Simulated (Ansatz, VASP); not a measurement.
One calculation of Ti, two programs

INCAR

```
ALGO     = Normal         # electronic algorithm
EDIFF    = 1E-7           # SCF threshold, eV
ENCUT    = 520            # plane-wave cutoff, eV
GGA      = PE             # functional
ISIF     = 2              # what is computed and relaxed
ISMEAR   = -1             # smearing method
ISPIN    = 2              # spin polarisation
LASPH    = True           # aspherical terms in the spheres
LCHARG   = False          # write CHGCAR
LMAXMIX  = 4              # l up to which the mixer works
LORBIT   = 11             # projections on sites
LREAL    = False          # projectors in reciprocal space
LWAVE    = False          # write WAVECAR
MAGMOM   = 1 1            # initial moments
NBANDS   = 23             # bands
NELM     = 150            # most SCF steps
PREC     = Accurate       # precision mode
SIGMA    = 0.05           # smearing width, eV
```

File KPOINTS:

```
k-points
0
Gamma
  20 20 11
```

The input POSCAR:

```
Ti
1.0
    2.8991719949      0.0000000000      0.0000000000
   -1.4495859974      2.5107565975      0.0000000000
    0.0000000000      0.0000000000      4.5887491807
Ti
2
Direct
    0.3333333333      0.6666666667      0.2500000000
    0.6666666667      0.3333333333      0.7500000000
```

Input for Ansatz:

```yaml
crystal:
  lattice:
    - [2.8991719949, 0.0, 0.0]
    - [-1.4495859974, 2.5107565975, 0.0]
    - [0.0, 0.0, 4.5887491807]
  atoms:
    - { symbol: Ti, position: [0.3333333333, 0.6666666667, 0.25], spin: 1.0 }
    - { symbol: Ti, position: [0.6666666667, 0.3333333333, 0.75], spin: 1.0 }
hamiltonian:
  xc: pbe
  pseudopotentials:
    kind: paw
    azcp:
      Ti: "pseudopotentials/Ti.paw.azcp"
basis:
  ecutwfc: 420
  fft_grid_basis: typed
kpoints:
  mp_grid: { grid: [20, 20, 11], shift: [0, 0, 0] }
magnetization:
  spin_polarized: true
scf:
  occupations: { method: fermi_dirac, width: 0.05 }
output:
  stress: true
```

Alike in both runs: task single point; functional PBE; k mesh 20 × 20 × 11; occupations fermi-dirac, width 0.05 eV; collinear spin.

```csv
,VASP,Ansatz
version,VASP 6.6.1,Ansatz 0.2.0
potentials or method,"VASP PAW PBE potentials, release 64 (Ti_sv), cutoff 520 eV","plane waves (420 eV) with PAW, scalar-relativistic"
valence electrons in the cell,24,24
```

```tsv
	VASP	Ansatz	Ansatz less VASP
pressure (GPa)	4.5	4.9	+0.34
traceless stress, the component that is largest in VASP (GPa)	0.06	0.06	+0.003
net moment per atom (μB)	0.00	0.00	0.000
```

Ansatz's warnings: seeded moment not kept.
